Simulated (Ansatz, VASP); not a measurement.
# Hf3ZrS8 in VASP and in Ansatz

Contents of INCAR:

```
PREC = Accurate
ENCUT = 520
EDIFF = 1E-6
ISMEAR = 0
SIGMA = 0.1
LREAL = False
LASPH = True
NELM = 60
ALGO = Normal
ISIF = 2
LWAVE = False
LCHARG = False
GGA = PE
NBANDS = 57
```

The input KPOINTS:

```
Automatic mesh
0
Gamma
  3 3 4
```

File POSCAR:

```
Hf3ZrS8
1.0
    7.1622972400      0.0000000000      0.0000000000
   -3.5811486200      6.2027313600      0.0000000000
    0.0000000000      0.0000000000      5.9582060700
Zr Hf S
1 3 8
Direct
    0.0000000000      0.0000000000      0.0000000000
    0.0000000000      0.5000000000      0.0000000000
    0.5000000000      0.0000000000      0.0000000000
    0.5000000000      0.5000000000      0.0000000000
    0.3333333300      0.1666666700      0.7639520800
    0.3333333300      0.6666666700      0.7639520800
    0.8333333300      0.1666666700      0.7639520800
    0.8333333300      0.6666666700      0.7639520800
    0.1666666700      0.3333333300      0.2360479200
    0.1666666700      0.8333333300      0.2360479200
    0.6666666700      0.3333333300      0.2360479200
    0.6666666700      0.8333333300      0.2360479200
```

Input for Ansatz:

```yaml
crystal:
  lattice:
    - [7.16229724, 0.0, 0.0]
    - [-3.58114862, 6.20273136, 0.0]
    - [0.0, 0.0, 5.95820607]
  atoms:
    - { symbol: Zr, position: [0.0, 0.0, 0.0] }
    - { symbol: Hf, position: [0.0, 0.5, 0.0] }
    - { symbol: Hf, position: [0.5, 0.0, 0.0] }
    - { symbol: Hf, position: [0.5, 0.5, 0.0] }
    - { symbol: S, position: [0.33333333, 0.16666667, 0.76395208] }
    - { symbol: S, position: [0.33333333, 0.66666667, 0.76395208] }
    - { symbol: S, position: [0.83333333, 0.16666667, 0.76395208] }
    - { symbol: S, position: [0.83333333, 0.66666667, 0.76395208] }
    - { symbol: S, position: [0.16666667, 0.33333333, 0.23604792] }
    - { symbol: S, position: [0.16666667, 0.83333333, 0.23604792] }
    - { symbol: S, position: [0.66666667, 0.33333333, 0.23604792] }
    - { symbol: S, position: [0.66666667, 0.83333333, 0.23604792] }
basis:
  ecutwfc: 420
kpoints:
  mp_grid: { grid: [3, 3, 4] }
hamiltonian:
  xc: pbe
scf:
  occupations: { method: gaussian, width: 0.1 }
  lower_state_search: "off"
output:
  forces: true
  stress: true
  eigenvalues: true
```

Alike in both runs: task single point; functional PBE; k mesh 3 × 3 × 4; occupations gaussian, width 0.1 eV; no spin polarisation.

|  | VASP | Ansatz |
| --- | --- | --- |
| version | VASP 6.6.1 | Ansatz 0.2.0 |
| potentials or method | VASP PAW PBE potentials, release 64 (Zr_sv, Hf_pv, S), cutoff 520 eV | scalar-relativistic, plane waves, PAW |
| valence electrons in the cell | 90 | 138 |

Ansatz gave:

```
gap on the k mesh at the Fermi level (eV)                     : 1.06
least direct gap on the mesh (eV)                             : 1.16
pressure (GPa)                                                : 7.7
traceless stress, the component that is largest in VASP (GPa) : -0.33
rms of the force components (eV/Å)                            : 0.432
```

**Question.** Estimate VASP's values.

**Answer.** gap on the k mesh at the Fermi level (eV): 1.08; least direct gap on the mesh (eV): 1.18; pressure (GPa): 7.3; traceless stress, the component that is largest in VASP (GPa): -0.26; rms of the force components (eV/Å): 0.413.

Atom by atom the forces differ by 0.027 eV/Å (rms over components). VASP's potentials hold 90 valence electrons a cell and Ansatz's 138, so a difference there can come from the potentials and not from the codes.

Neither program's run includes spin-orbit coupling.
